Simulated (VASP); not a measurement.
# Re (Im-3m) in VASP: a series of runs

The runs below take Re through single point, with LDA.

All numbers are computed with VASP 6.6.1; they aren't measurements. Logs are shortened: lines on timing, memory, paths and dates and some standing lists are left out, and cuts for length are marked.

**1. The cell of the first run**

It takes space group Im-3m (No. 229, cubic). The conventional cell has a = 3.070 Å, b = 3.070 Å, c = 3.070 Å, α = 90.00°, β = 90.00°, γ = 90.00°. Re (site symmetry m-3m) has 14 Re at 2.66 to 3.07 Å within 3.5 Å.

**2. Single point, LDA**

Input file INCAR:

```
SYSTEM = Re
ALGO = Normal ; EDIFF = 1E-6
ENCUT = 520 ; ISIF = 2
ISMEAR = -1 ; LASPH = .TRUE.
LCHARG = .FALSE. ; LREAL = .FALSE.
LWAVE = .FALSE. ; NBANDS = 10
NELM = 60 ; PREC = Accurate
SIGMA = 0.05
```

Input file KPOINTS:

```
k-points
0
G
  19 19 19
  0 0 0
```

Input file POSCAR:

```
Re
1.0
   -1.5350745523      1.5350745523      1.5350745523
    1.5350745523     -1.5350745523      1.5350745523
    1.5350745523      1.5350745523     -1.5350745523
Re
1
Direct
    0.0000000000      0.0000000000      0.0000000000
```

Potentials or basis: VASP PAW LDA potentials, release 64 (Re).

Started as:

```sh
$ cat potpaw_LDA.64/Re/POTCAR > POTCAR
$ mpirun -np 1 vasp_std > vasp.out
```

OUTCAR:

```text
SYSTEM = Re
   EDIFF = 1E-6
   ENCUT = 520
   ISIF = 2
   ISMEAR = -1
   LASPH = .TRUE.
   LREAL = .FALSE.
   NELM = 60
   PREC = Accurate

 ion  position               nearest neighbor table
   1  0.000  0.000  0.000-

  LATTYP: Found a body centered cubic cell.
 ALAT       =     3.0701491046

  Lattice vectors:

 A1 = (  -1.5350745523,   1.5350745523,   1.5350745523)
 A2 = (   1.5350745523,  -1.5350745523,   1.5350745523)
 A3 = (   1.5350745523,   1.5350745523,  -1.5350745523)

Analysis of symmetry for initial positions (statically):
=====================================================================
 Subroutine PRICEL returns:
 Original cell was already a primitive cell.

 Routine SETGRP: Setting up the symmetry group for a
 body centered cubic supercell.

 Subroutine GETGRP returns: Found 48 space group operations
 (whereof 48 operations were pure point group operations)
 out of a pool of 48 trial point group operations.

The static configuration has the point symmetry O_h .

Analysis of symmetry for dynamics (positions and initial velocities):
=====================================================================
 Subroutine PRICEL returns:
 Original cell was already a primitive cell.

 Routine SETGRP: Setting up the symmetry group for a
 body centered cubic supercell.

 Subroutine GETGRP returns: Found 48 space group operations
 (whereof 48 operations were pure point group operations)
 out of a pool of 48 trial point group operations.

The dynamic configuration has the point symmetry O_h .

 Subroutine INISYM returns: Found 48 space group operations
 (whereof 48 operations are pure point group operations),
 and found     1 'primitive' translations

----------------------------------------------------------------------------------------

                                     Primitive cell

  volume of cell :      14.4693

  direct lattice vectors                    reciprocal lattice vectors
    -1.535074552  1.535074552  1.535074552     0.000000000  0.325717080  0.325717080
     1.535074552 -1.535074552  1.535074552     0.325717080  0.000000000  0.325717080
     1.535074552  1.535074552 -1.535074552     0.325717080  0.325717080  0.000000000

  length of vectors
     2.658827118  2.658827118  2.658827118     0.460633511  0.460633511  0.460633511

  position of ions in fractional coordinates (direct lattice)
     0.000000000  0.000000000  0.000000000

  ion indices of the primitive-cell ions
   primitive index   ion index
[... 72 lines left out ...]
   NELM   =     60;   NELMIN=  2; NELMDL= -5     # of ELM steps
   EDIFF  = 0.1E-05   stopping-criterion for ELM
   LREAL  =      F    real-space projection
   EDIFFG = 0.1E-04   stopping-criterion for IOM
   NSW    =      0    number of steps for IOM
   IBRION =     -1    ionic relax: 0-MD 1-quasi-New 2-CG
   NFREE  =      0    steps in history (QN), initial steepest desc. (CG)
   ISIF   =      2    stress and relaxation
   ISYM   =      2    0-nonsym 1-usesym 2-fastsym
   POTIM  = 0.5000    time-step for ionic-motion
   TEBEG  =    0.0;   TEEND  =   0.0 temperature during run
   PSTRESS=    0.0 pullay stress
   NELECT =       7.0000    total number of electrons
   NUPDOWN=      -1.0000    fix difference up-down
   EMIN   =  10.00;   EMAX   =-10.00  energy-range for DOS
   EFERMI =   0.00;   METHOD = LEGACY
   ISMEAR =    -1;   SIGMA  =   0.05  broadening in eV -4-tet -1-fermi 0-gaus
   EFERMI_NEDOS =   21; number of points for ismear=-14 and -15
   IALGO  =     38    algorithm
   IMIX   =      4    mixing-type and parameters
     AMIX     =   0.40;   BMIX     =  1.00
     AMIX_MAG =   1.60;   BMIX_MAG =  1.00
  volume/ion in A,a.u.               =      14.47        97.64
  Fermi-wavevector in a.u.,A,eV,Ry     =   1.285162  2.428605 22.471962  1.651643
  Thomas-Fermi vector in A             =   2.417313
   LORBIT       =      0    0 simple, 1 ext, 2 COOP (PROOUT), +10 PAW based schemes
   GGA     = CA    functional components
   LHFCALC =     F    Hartree Fock is set to
   AEXX    =    0.0000 exact exchange contribution
   IVDW    =     0    specifies the selected vdW correction
   LEPSILON=     F    determine dielectric tensor
   LRPA    =     F    only Hartree local field effects (RPA)
 non-spin polarized calculation
  energy-cutoff  :      520.00
  volume of cell :       14.47
 maximum number of plane-waves:       402
   NGX =  9   NGY =  9   NGZ =  9

 number of electron       6.9999999 magnetization

 Free energy of the ion-electron system (eV)
  ---------------------------------------------------
  ext. energy  EPLUGINS =         0.00000000
  ---------------------------------------------------
  free energy    TOTEN  =       -13.42542811 eV

  energy without entropy =      -13.41517515  energy(sigma->0) =      -13.42030163

 E-fermi :   8.9653     XC(G=0): -13.9365

 val. band max:        8.9640596548   @ k =  -0.1053   0.1053   0.0526
 cond. band min:       8.9804299608   @ k =   0.2105   0.2105   0.0000
 fundamental gap:      0.0163703061
 Fermi energy:         8.9653441157

 k-point     1 :       0.0000    0.0000    0.0000
  band No.  band energies     occupation
      1      -1.8387      2.00000
      2       6.2088      2.00000
      3       6.2088      2.00000
      4       6.2088      2.00000
      5       9.7359      0.00000
      6       9.7359      0.00000
      7      24.6386      0.00000
      8      24.6386      0.00000
      9      24.6386      0.00000
     10      37.1689      0.00000
[... 287 lines left out ...]
 k-point    24 :       0.3158    0.1053    0.0000
  band No.  band energies     occupation
      1       1.8064      2.00000
      2       4.2810      2.00000
      3       6.3933      2.00000
      4       9.3961      0.00036
      5      10.5236      0.00000
      6      12.5527      0.00000
      7      21.4423      0.00000
      8      23.0869      0.00000
      9      27.8263      0.00000
     10      32.0129      0.00000

 [... further k-points ...]
[... 5 lines left out ...]
  --------------------------------------------------------------------------------------
  -------------------------------------------------------------------------------------
  Total        0.1306447      0.1306447      0.1306447     -0.0000000      0.0000000      0.0000000
  in kB       14.4661867     14.4661867     14.4661867     -0.0000000      0.0000000      0.0000000
  external PRESSURE =      14.4661867 kB  Pullay stress =       0.0000000 kB

 VOLUME and BASIS-vectors are now :
 -----------------------------------------------------------------------------
  energy-cutoff  :      520.00
  volume of cell :       14.47
      direct lattice vectors                 reciprocal lattice vectors
    -1.535074552  1.535074552  1.535074552     0.000000000  0.325717080  0.325717080
     1.535074552 -1.535074552  1.535074552     0.325717080  0.000000000  0.325717080
     1.535074552  1.535074552 -1.535074552     0.325717080  0.325717080  0.000000000

 POSITION                                       TOTAL-FORCE (eV/Angst)
 -----------------------------------------------------------------------------------
      0.00000      0.00000      0.00000         0.000000     -0.000000     -0.000000
 -----------------------------------------------------------------------------------
    total drift:                                0.000000      0.000000      0.000000

  FREE ENERGIE OF THE ION-ELECTRON SYSTEM (eV)
  ---------------------------------------------------
  free  energy   TOTEN  =       -13.4254281108 eV

  energy  without entropy=      -13.4151751492  energy(sigma->0) =      -13.42030163
```

It took 9.6 s on 1 thread of Intel Xeon 6975P-C (Granite Rapids), shared host; peak memory 0.14 GiB.

What came out:

```yaml
Free_energy: -13.4254 eV
Pressure: 1.4 GPa
```

Levels at points of the mesh, in eV from the Fermi level:
| k point | band 1 | band 2 | band 3 | band 4 | band 5 | band 6 | band 7 | band 8 |
| --- | --- | --- | --- | --- | --- | --- | --- | --- |
| (0.00, 0.00, 0.00) | -10.80 | -2.76 | -2.76 | -2.76 | 0.77 | 0.77 | 15.67 | 15.67 |

Caveat: spin-orbit coupling is left out, which moves the levels of the heavy elements.

**3. Single point, LDA**

Input file INCAR:

```
  PREC = Accurate
  ENCUT = 520
  EDIFF = 1E-6
  ISMEAR = -1
  SIGMA = 0.05
  LREAL = F
  LASPH = T
  NELM = 100
  ALGO = Normal
  ISIF = 2
  LWAVE = F
  LCHARG = F
  NBANDS = 10
```

Input file KPOINTS:

```
regular mesh
0
Gamma
  19 19 19
```

Input file POSCAR:

```
Re
1.0
   -1.5351524763      1.5351524763      1.5351524763
    1.5351524763     -1.5351524763      1.5351524763
    1.5351524763      1.5351524763     -1.5351524763
Re
1
Direct
    0.0000000000      0.0000000000      0.0000000000
```

Potentials or basis: VASP PAW LDA potentials, release 64 (Re).

Started as:

```sh
$ cat potpaw_LDA.64/Re/POTCAR > POTCAR
$ mpirun -np 1 vasp_std > vasp.out
```

It took 9.8 s on 1 thread of Intel Xeon 6975P-C (Granite Rapids), shared host; peak memory 0.14 GiB.

It converged, with:

```yaml
Free_energy: -13.4254 eV
Pressure: 1.4 GPa
```

Levels at points of the mesh, in eV from the Fermi level:
| k point | band 1 | band 2 | band 3 | band 4 | band 5 | band 6 | band 7 |
| --- | --- | --- | --- | --- | --- | --- | --- |
| (0.00, 0.00, 0.00) | -10.80 | -2.76 | -2.76 | -2.76 | 0.77 | 0.77 | 15.67 |

Caveat: spin-orbit coupling is left out, which moves the levels of the heavy elements.
